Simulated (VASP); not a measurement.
# LiF (I4/mmm) in VASP: further runs

The runs below take LiF through single point, with r2SCAN.

Program: VASP 6.6.1. These are calculated values, not measurements. Logs are shortened: lines on timing, memory, paths and dates and some standing lists are left out, and cuts for length are marked.

## Step 1: The cell of the first run

The structure is tetragonal, space group I4/mmm (No. 139). Conventional cell: a = 3.076 Å, b = 3.076 Å, c = 3.706 Å, α = 90.00°, β = 90.00°, γ = 90.00°. Within 2.5 Å of Li (site symmetry 4/mmm) lie 6 F at 1.85 to 2.18 Å. F (site symmetry 4/mmm) has 6 Li at 1.85 to 2.18 Å within 2.5 Å.

## Step 2: Single point, r2SCAN (strain +0.080 along x and y, -0.080 along z)

The input, POSCAR:

```
LiF
1.0
    0.0000000000      2.1751200000      1.8528800000
    2.1751200000      0.0000000000      1.8528800000
    2.1751200000      2.1751200000      0.0000000000
Li F
1 1
Direct
    0.0000000000      0.0000000000      0.0000000000
    0.5000000000      0.5000000000      0.5000000000
```

The input, INCAR.step1:

```
SYSTEM = LiF
PREC = Accurate
ENCUT = 520
ISMEAR = 0
SIGMA = 0.05
LREAL = .False.
LASPH = .True.
NELM = 80
NBANDS = 12
GGA = PE
ALGO = Normal
EDIFF = 1E-4
LWAVE = .True.
LCHARG = .False.
```

The input, INCAR.step2:

```
SYSTEM = LiF
PREC = Accurate
ENCUT = 520
EDIFF = 1E-6
ISMEAR = 0
SIGMA = 0.05
LREAL = .False.
LASPH = .True.
NELM = 80
ALGO = Normal
ISIF = 2
LWAVE = .False.
LCHARG = .True.
METAGGA = R2SCAN
LMIXTAU = .True.
LELF = .True.
LVHAR = .True.
NBANDS = 12
ISTART = 1
```

The input, KPOINTS:

```
regular mesh
0
Gamma
  10 10 10
  0 0 0
```

Potentials or basis: VASP PAW PBE potentials, release 64 (Li_sv, F).

On the command line:

```
> cat potpaw_PBE.64/Li_sv/POTCAR potpaw_PBE.64/F/POTCAR > POTCAR
> cp INCAR.step1 INCAR
> mpirun -np 1 vasp_std > vasp.out
> cp INCAR.step2 INCAR
> mpirun -np 1 vasp_std > vasp.out
```

OUTCAR:

```text
SYSTEM = LiF
   PREC = Accurate
   ENCUT = 520
   EDIFF = 1E-6
   ISMEAR = 0
   LREAL = .False.
   LASPH = .True.
   NELM = 80
   ISIF = 2
   METAGGA = R2SCAN
   ISTART = 1

 ion  position               nearest neighbor table
   1  0.000  0.000  0.000-   2 1.85   2 1.85   2 2.18   2 2.18   2 2.18   2 2.18
   2  0.500  0.500  0.500-   1 1.85   1 1.85   1 2.18   1 2.18   1 2.18   1 2.18

  LATTYP: Found a body centered tetragonal cell.
 ALAT       =     3.0760842038
 C/A-ratio  =     1.2047004420

  Lattice vectors:

 A1 = (   0.0000000000,  -2.1751200000,  -1.8528800000)
 A2 = (   0.0000000000,   2.1751200000,  -1.8528800000)
 A3 = (   2.1751200000,   0.0000000000,   1.8528800000)

Analysis of symmetry for initial positions (statically):
=====================================================================
 Subroutine PRICEL returns:
 Original cell was already a primitive cell.

 Routine SETGRP: Setting up the symmetry group for a
 body centered tetragonal supercell.

 Subroutine GETGRP returns: Found 16 space group operations
 (whereof 16 operations were pure point group operations)
 out of a pool of 16 trial point group operations.

The static configuration has the point symmetry D_4h.

Analysis of symmetry for dynamics (positions and initial velocities):
=====================================================================
 Subroutine PRICEL returns:
 Original cell was already a primitive cell.

 Routine SETGRP: Setting up the symmetry group for a
 body centered tetragonal supercell.

 Subroutine GETGRP returns: Found 16 space group operations
 (whereof 16 operations were pure point group operations)
 out of a pool of 16 trial point group operations.

The dynamic configuration has the point symmetry D_4h.

 Subroutine INISYM returns: Found 16 space group operations
 (whereof 16 operations are pure point group operations),
 and found     1 'primitive' translations

----------------------------------------------------------------------------------------

                                     Primitive cell

  volume of cell :      17.5325

  direct lattice vectors                    reciprocal lattice vectors
     0.000000000  2.175120000  1.852880000    -0.229872375  0.229872375  0.269850179
     2.175120000  0.000000000  1.852880000     0.229872375 -0.229872375  0.269850179
     2.175120000  2.175120000  0.000000000     0.229872375  0.229872375 -0.269850179

  length of vectors
     2.857325902  2.857325902  3.076084204     0.422494659  0.422494659  0.422494659

  position of ions in fractional coordinates (direct lattice)
     0.000000000  0.000000000  0.000000000
     0.500000000  0.500000000  0.500000000

  ion indices of the primitive-cell ions
   primitive index   ion index
                 1           1
                 2           2

----------------------------------------------------------------------------------------

 KPOINTS: regular mesh

Automatic generation of k-mesh.
 Grid dimensions read from file:
 generate k-points for:   10   10   10

 Generating k-lattice:

  Cartesian coordinates                     Fractional coordinates (reciprocal lattice)
    -0.022987237  0.022987237  0.026985018     0.100000000  0.000000000  0.000000000
     0.022987237 -0.022987237  0.026985018     0.000000000  0.100000000  0.000000000
     0.022987237  0.022987237 -0.026985018     0.000000000  0.000000000  0.100000000

  Length of vectors
     0.042249466  0.042249466  0.042249466

  Shift w.r.t. Gamma in fractional coordinates (k-lattice)
     0.000000000  0.000000000  0.000000000

 Subroutine IBZKPT returns following result:
 ===========================================

 Found    102 irreducible k-points:

 Following reciprocal coordinates:
            Coordinates               Weight
  0.000000  0.000000  0.000000      1.000000
  0.100000  0.000000  0.000000      8.000000
  0.200000  0.000000  0.000000      8.000000
  0.300000 -0.000000  0.000000      8.000000
  0.400000  0.000000  0.000000      8.000000
  0.500000  0.000000  0.000000      4.000000
[... 16 lines left out ...]
  0.300000  0.300000  0.000000      2.000000
  0.400000  0.300000  0.000000      8.000000
 [... further k-points ...]
   k-points           NKPTS =    102   k-points in BZ     NKDIM =    102   number of bands    NBANDS=     12
   number of dos      NEDOS =    301   number of ions     NIONS =      2
   total plane-waves  NPLWV =  13824
   dimension x,y,z NGX =    24 NGY =   24 NGZ =   24
   dimension x,y,z NGXF=    48 NGYF=   48 NGZF=   48
   ions per type =               1   1
   NGX,Y,Z   is equivalent  to a cutoff of  13.96, 13.96, 12.97 a.u.
   NGXF,Y,Z  is equivalent  to a cutoff of  27.93, 27.93, 25.94 a.u.
 SYSTEM =  LiF
   PREC   = accura    normal or accurate (medium, high low for compatibility)
   ISTART =      1    job   : 0-new  1-cont  2-samecut
   ICHARG =      0    charge: 1-file 2-atom 10-const
   ISPIN  =      1    spin polarized calculation?
   LNONCOLLINEAR =      F non collinear calculations
   LSORBIT =      F    spin-orbit coupling
   LASPH  =      T    aspherical Exc in radial PAW
   ENCUT  =  520.0 eV  38.22 Ry    6.18 a.u.   5.31  5.31  5.72*2*pi/ulx,y,z
   NELM   =     80;   NELMIN=  2; NELMDL=  0     # of ELM steps
   EDIFF  = 0.1E-05   stopping-criterion for ELM
   LREAL  =      F    real-space projection
   EDIFFG = 0.1E-04   stopping-criterion for IOM
   NSW    =      0    number of steps for IOM
   IBRION =     -1    ionic relax: 0-MD 1-quasi-New 2-CG
   NFREE  =      0    steps in history (QN), initial steepest desc. (CG)
   ISIF   =      2    stress and relaxation
   ISYM   =      2    0-nonsym 1-usesym 2-fastsym
   POTIM  = 0.5000    time-step for ionic-motion
   TEBEG  =    0.0;   TEEND  =   0.0 temperature during run
   PSTRESS=    0.0 pullay stress
   NELECT =      10.0000    total number of electrons
   NUPDOWN=      -1.0000    fix difference up-down
   EMIN   =  10.00;   EMAX   =-10.00  energy-range for DOS
   EFERMI =   0.00;   METHOD = LEGACY
   ISMEAR =     0;   SIGMA  =   0.05  broadening in eV -4-tet -1-fermi 0-gaus
   EFERMI_NEDOS =   21; number of points for ismear=-14 and -15
   IALGO  =     38    algorithm
   IMIX   =      4    mixing-type and parameters
     AMIX     =   0.40;   BMIX     =  1.00
     AMIX_MAG =   1.60;   BMIX_MAG =  1.00
  volume/ion in A,a.u.               =       8.77        59.16
  Fermi-wavevector in a.u.,A,eV,Ry     =   1.357668  2.565621 25.079108  1.843262
  Thomas-Fermi vector in A             =   2.484567
   LORBIT       =      0    0 simple, 1 ext, 2 COOP (PROOUT), +10 PAW based schemes
   METAGGA = R2SCAN    functional components
   LHFCALC =     F    Hartree Fock is set to
   AEXX    =    0.0000 exact exchange contribution
   IVDW    =     0    specifies the selected vdW correction
   LEPSILON=     F    determine dielectric tensor
   LRPA    =     F    only Hartree local field effects (RPA)
 non-spin polarized calculation
 Gauss-broadening in eV      SIGMA  =   0.05
  energy-cutoff  :      520.00
  volume of cell :       17.53
 maximum number of plane-waves:       480
 NGX is ok and might be reduce to    24
   NGX = 11   NGY = 11   NGZ = 11

 number of electron      10.0000001 magnetization

 Free energy of the ion-electron system (eV)
  ---------------------------------------------------
  ext. energy  EPLUGINS =         0.00000000
  ---------------------------------------------------
  free energy    TOTEN  =       -11.80191993 eV

  energy without entropy =      -11.80191993  energy(sigma->0) =      -11.80191993

 E-fermi :  -1.5597     XC(G=0): -10.1369

 val. band max:       -1.9647140151   @ k =   0.0000   0.0000   0.0000
 cond. band min:       7.4236727846   @ k =   0.0000   0.0000   0.0000
 fundamental gap:      9.3883867997
 Fermi energy:        -1.5597488240

 k-point     1 :       0.0000    0.0000    0.0000
  band No.  band energies     occupation
      1     -44.1975      2.00000
      2     -22.9920      2.00000
      3      -2.4534      2.00000
      4      -1.9647      2.00000
      5      -1.9647      2.00000
      6       7.4237      0.00000
      7      21.9106      0.00000
      8      21.9111      0.00000
      9      22.6664      0.00000
     10      22.6666      0.00000
     11      23.8318      0.00000
     12      26.0831      0.00000

 k-point     2 :       0.1000    0.0000    0.0000
  band No.  band energies     occupation
      1     -44.1932      2.00000
      2     -22.9624      2.00000
      3      -2.5542      2.00000
      4      -2.1057      2.00000
      5      -2.0117      2.00000
      6       7.7184      0.00000
      7      19.8114      0.00000
      8      20.4434      0.00000
      9      22.7859      0.00000
     10      23.7881      0.00000
     11      23.7886      0.00000
     12      26.0206      0.00000

 k-point     3 :       0.2000    0.0000    0.0000
  band No.  band energies     occupation
      1     -44.1818      2.00000
      2     -22.8836      2.00000
      3      -3.0255      2.00000
      4      -2.2123      2.00000
      5      -2.1324      2.00000
      6       8.4017      0.00000
      7      17.3753      0.00000
      8      18.7811      0.00000
      9      22.0049      0.00000
     10      24.4350      0.00000
     11      25.0484      0.00000
     12      26.7020      0.00000

 k-point     4 :       0.3000   -0.0000    0.0000
  band No.  band energies     occupation
      1     -44.1677      2.00000
      2     -22.7832      2.00000
      3      -3.6592      2.00000
      4      -2.2772      2.00000
      5      -2.2130      2.00000
      6       9.0432      0.00000
      7      15.8175      0.00000
      8      17.4999      0.00000
      9      20.8802      0.00000
     10      25.6165      0.00000
     11      26.4135      0.00000
     12      28.3190      0.00000

 k-point     5 :       0.4000    0.0000    0.0000
  band No.  band energies     occupation
      1     -44.1562      2.00000
      2     -22.6995      2.00000
      3      -4.1429      2.00000
      4      -2.3911      2.00000
      5      -2.1959      2.00000
      6       9.3388      0.00000
      7      15.1917      0.00000
      8      16.7068      0.00000
      9      20.0285      0.00000
     10      27.0654      0.00000
     11      27.5907      0.00000
     12      30.4200      0.00000
[... 228 lines left out ...]
      1     -44.1554      2.00000
      2     -22.6048      2.00000
      3      -3.8592      2.00000
      4      -3.2241      2.00000
      5      -2.4758      2.00000
      6      10.1780      0.00000
      7      16.1169      0.00000
      8      17.2752      0.00000
      9      18.9096      0.00000
     10      26.2945      0.00000
     11      26.8521      0.00000
     12      28.8641      0.00000

 k-point    22 :      -0.2000    0.2000    0.0000
  band No.  band energies     occupation
      1     -44.1671      2.00000
      2     -22.7081      2.00000
      3      -3.3548      2.00000
      4      -3.1635      2.00000
      5      -2.2855      2.00000
      6       9.5022      0.00000
      7      17.0855      0.00000
      8      17.8789      0.00000
      9      18.9868      0.00000
     10      25.2474      0.00000
     11      27.8824      0.00000
     12      28.1739      0.00000

 k-point    23 :       0.3000    0.3000    0.0000
  band No.  band energies     occupation
      1     -44.1491      2.00000
      2     -22.6368      2.00000
      3      -3.6745      2.00000
      4      -2.8244      2.00000
      5      -2.8243      2.00000
      6      11.3609      0.00000
      7      15.4460      0.00000
      8      17.6545      0.00000
      9      17.6548      0.00000
     10      19.4941      0.00000
     11      30.6819      0.00000
     12      34.6565      0.00000

 k-point    24 :       0.4000    0.3000    0.0000
  band No.  band energies     occupation
      1     -44.1409      2.00000
      2     -22.5272      2.00000
      3      -4.0790      2.00000
      4      -3.0206      2.00000
      5      -2.9744      2.00000
      6      12.4211      0.00000
      7      14.3315      0.00000
      8      17.4836      0.00000
      9      18.4364      0.00000
     10      18.8083      0.00000
     11      31.5848      0.00000
     12      33.4756      0.00000

 [... further k-points ...]
[... 5 lines left out ...]
  --------------------------------------------------------------------------------------
  -------------------------------------------------------------------------------------
  Total       -0.8627977     -0.8627977      0.5314112      0.0000000     -0.0000000     -0.0000000
  in kB      -78.8453070    -78.8453070     48.5621113      0.0000000     -0.0000000     -0.0000000
  external PRESSURE =     -36.3761675 kB  Pullay stress =       0.0000000 kB

 VOLUME and BASIS-vectors are now :
 -----------------------------------------------------------------------------
  energy-cutoff  :      520.00
  volume of cell :       17.53
      direct lattice vectors                 reciprocal lattice vectors
     0.000000000  2.175120000  1.852880000    -0.229872375  0.229872375  0.269850179
     2.175120000  0.000000000  1.852880000     0.229872375 -0.229872375  0.269850179
     2.175120000  2.175120000  0.000000000     0.229872375  0.229872375 -0.269850179

 POSITION                                       TOTAL-FORCE (eV/Angst)
 -----------------------------------------------------------------------------------
      0.00000      0.00000      0.00000         0.000000      0.000000     -0.000000
      2.17512      2.17512      1.85288         0.000000     -0.000000      0.000000
 -----------------------------------------------------------------------------------
    total drift:                                0.000000     -0.000000      0.000000

  FREE ENERGIE OF THE ION-ELECTRON SYSTEM (eV)
  ---------------------------------------------------
  free  energy   TOTEN  =       -11.8019199287 eV

  energy  without entropy=      -11.8019199287  energy(sigma->0) =      -11.80191993
```

Wall time 40 s (1 thread of Intel Xeon Platinum 8488C (Sapphire Rapids), shared host); peak memory 0.14 GiB.

What came out:

| Item | Value |
| --- | --- |
| Free energy | -11.8019 eV |
| Band gap on the k mesh | 9.39 eV |

Caveat: the cell differs from its parent crystal (strain +0.080 along x and y, -0.080 along z); the cutoff is under 1.25 times the usual one of these potentials, so pressure, stress and relaxed cells hold a basis-set (Pulay) error; the PAW data sets were made with another functional, which shifts forces and pressure a little.

## Step 3: Single point, r2SCAN (strain +0.080 along x and y, -0.040 along z)

The input, POSCAR:

```
LiF
1.0
    0.0000000000      2.1751200000      1.9334400000
    2.1751200000      0.0000000000      1.9334400000
    2.1751200000      2.1751200000      0.0000000000
Li F
1 1
Direct
    0.0000000000      0.0000000000      0.0000000000
    0.5000000000      0.5000000000      0.5000000000
```

The input, INCAR.step1:

```
SYSTEM = LiF
  PREC = Accurate
  ENCUT = 520
  ISMEAR = 0
  SIGMA = 0.05
  LREAL = .FALSE.
  LASPH = .TRUE.
  NELM = 60
  NBANDS = 12
  GGA = PE
  ALGO = Normal
  EDIFF = 1E-4
  LWAVE = .TRUE.
  LCHARG = .FALSE.
```

The input, INCAR.step2:

```
SYSTEM = LiF
  PREC = Accurate
  ENCUT = 520
  EDIFF = 1E-7
  ISMEAR = 0
  SIGMA = 0.05
  LREAL = .FALSE.
  LASPH = .TRUE.
  NELM = 60
  ALGO = Normal
  ISIF = 2
  LWAVE = .FALSE.
  LCHARG = .FALSE.
  METAGGA = R2SCAN
  LMIXTAU = .TRUE.
  NBANDS = 12
  ISTART = 1
```

The input, KPOINTS:

```
regular mesh
0
G
  10 10 10
  0 0 0
```

Potentials or basis: VASP PAW PBE potentials, release 64 (Li_sv, F).

On the command line:

```
> cat potpaw_PBE.64/Li_sv/POTCAR potpaw_PBE.64/F/POTCAR > POTCAR
> cp INCAR.step1 INCAR
> mpirun -np 1 vasp_std > vasp.out
> cp INCAR.step2 INCAR
> mpirun -np 1 vasp_std > vasp.out
```

Wall time 49 s (1 thread of Intel Xeon Platinum 8488C (Sapphire Rapids), shared host); peak memory 0.14 GiB.

It converged, with:

```yaml
Free_energy: -11.8054 eV
Band_gap_on_the_k_mesh: 9.11 eV
```

Levels at points of the mesh, in eV from the valence-band top:
```tsv
k point	band 1	band 2	band 3	band 4	band 5	band 6	band 7	band 8	band 9	band 10
(0.00, 0.00, 0.00)	-42.35	-20.90	-0.33	0.00	0.00	9.11	23.59	23.59	24.18	24.18
(0.50, 0.00, 0.00)	-42.32	-20.58	-2.23	-0.38	-0.21	11.15	16.63	18.43	20.68	29.48
(0.50, 0.50, 0.00)	-42.30	-20.31	-2.59	-1.13	-1.13	15.81	16.43	17.97	19.45	19.45
(0.50, 0.00, 0.50)	-42.31	-20.41	-2.66	-1.18	-0.53	14.25	17.47	17.50	20.27	22.09
```

Caveat: the cell differs from its parent crystal (strain +0.080 along x and y, -0.040 along z); the cutoff is under 1.25 times the usual one of these potentials, so pressure, stress and relaxed cells hold a basis-set (Pulay) error; the PAW data sets were made with another functional, which shifts forces and pressure a little.

## Step 4: Single point, r2SCAN (strain +0.080 along x and y, +0.000 along z)

The input, POSCAR:

```
LiF
1.0
    0.0000000000      2.1751200000      2.0140000000
    2.1751200000      0.0000000000      2.0140000000
    2.1751200000      2.1751200000      0.0000000000
Li F
1 1
Direct
    0.0000000000      0.0000000000      0.0000000000
    0.5000000000      0.5000000000      0.5000000000
```

The input, INCAR.step1:

```
PREC = Accurate
ENCUT = 520
ISMEAR = 0
SIGMA = 0.05
LREAL = False
LASPH = True
NELM = 100
NBANDS = 12
GGA = PE
ALGO = Normal
EDIFF = 1E-4
LWAVE = True
LCHARG = False
```

The input, INCAR.step2:

```
PREC = Accurate
ENCUT = 520
EDIFF = 1E-7
ISMEAR = 0
SIGMA = 0.05
LREAL = False
LASPH = True
NELM = 100
ALGO = Normal
ISIF = 2
LWAVE = False
LCHARG = False
METAGGA = R2SCAN
LMIXTAU = True
NBANDS = 12
ISTART = 1
```

The input, KPOINTS:

```
Automatic mesh
0
Gamma
  10 10 10
```

On the command line:

```
> cat potpaw_PBE.64/Li_sv/POTCAR potpaw_PBE.64/F/POTCAR > POTCAR
> cp INCAR.step1 INCAR
> mpirun -np 1 vasp_std > vasp.out
> cp INCAR.step2 INCAR
> mpirun -np 1 vasp_std > vasp.out
```

It took 50 s on 1 thread of Intel Xeon Platinum 8488C (Sapphire Rapids), shared host; peak memory 0.14 GiB.

Results (log left out):

```
Free energy            : -11.7760 eV
Band gap on the k mesh : 8.83 eV
```

Levels at points of the mesh, in eV from the valence-band top:
| k point | band 1 | band 2 | band 3 | band 4 | band 5 | band 6 | band 7 | band 8 | band 9 | band 10 |
| --- | --- | --- | --- | --- | --- | --- | --- | --- | --- | --- |
| (0.00, 0.00, 0.00) | -42.47 | -20.78 | -0.19 | 0.00 | 0.00 | 8.83 | 23.32 | 23.33 | 23.80 | 23.80 |
| (0.50, 0.00, 0.00) | -42.44 | -20.47 | -2.11 | -0.30 | -0.19 | 10.95 | 16.21 | 18.45 | 19.84 | 28.99 |
| (0.50, 0.50, 0.00) | -42.43 | -20.26 | -2.43 | -0.97 | -0.97 | 15.49 | 15.97 | 17.32 | 19.32 | 19.32 |
| (0.50, 0.00, 0.50) | -42.44 | -20.32 | -2.47 | -1.00 | -0.60 | 14.12 | 17.00 | 17.05 | 19.86 | 20.97 |

Caveat: the cell differs from its parent crystal (strain +0.080 along x and y, +0.000 along z); the cutoff is under 1.25 times the usual one of these potentials, so pressure, stress and relaxed cells hold a basis-set (Pulay) error; the PAW data sets were made with another functional, which shifts forces and pressure a little.

## Step 5: The runs side by side

| cell | gap on the mesh (eV) |
| --- | --- |
| a = 2.857, b = 2.857, c = 3.076 Å, angles 57.4, 57.4, 65.1°, 2 atoms | 9.39 |
| a = 2.910, b = 2.910, c = 3.076 Å, angles 58.1, 58.1, 63.8°, 2 atoms | 9.11 |
| a = 2.964, b = 2.964, c = 3.076 Å, angles 58.7, 58.7, 62.5°, 2 atoms | 8.83 |

Alike in all rows: task single point; level r2SCAN; potentials or basis VASP PAW PBE potentials, release 64 (Li_sv, F); no spin polarisation; k mesh 10 × 10 × 10; cutoff (eV) 520; smearing gaussian 0.05 eV.

Caveats: the cutoff is under 1.25 times the usual one of these potentials, so pressure, stress and relaxed cells hold a basis-set (Pulay) error; the PAW data sets were made with another functional, which shifts forces and pressure a little.

Total energies depend on the potentials used, so only differences within one code and one set of settings carry meaning.
